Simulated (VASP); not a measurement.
A run of VASP 6.6.1:

File INCAR:

```
  PREC = Accurate
  ENCUT = 520
  EDIFF = 1E-6
  ISMEAR = 0
  SIGMA = 0.1
  LREAL = False
  LASPH = True
  NELM = 80
  ALGO = Normal
  ISIF = 2
  LWAVE = False
  LCHARG = True
  GGA = RP
  LELF = True
  LVHAR = True
  NBANDS = 13
```

KPOINTS

```
Automatic mesh
0
Gamma
  11 11 11
```

POSCAR

```
Sn
1.0
   -1.7265390000      1.7755470000      2.3383420000
    1.7265390000     -1.7755470000      2.3383420000
    1.7265390000      1.7755470000     -2.3383420000
Sn
1
Direct
    0.0000000000      0.0000000000      0.0000000000
```

Potentials or basis: VASP PAW PBE potentials, release 64 (Sn_d).

The run is started by

```console
$ cat potpaw_PBE.64/Sn_d/POTCAR > POTCAR
$ mpirun -np 1 vasp_std > vasp.out
```

Hardware: 1 thread of Intel(R) Xeon(R) 6975P-C (Granite Rapids) (shared host).

Task: Estimate the wall time of this run.

Result: It took 28 s on 1 thread of Intel(R) Xeon(R) 6975P-C (Granite Rapids), with other jobs on the host, peak memory 0.21 GiB. Counts: scf iterations 10, k points 216.
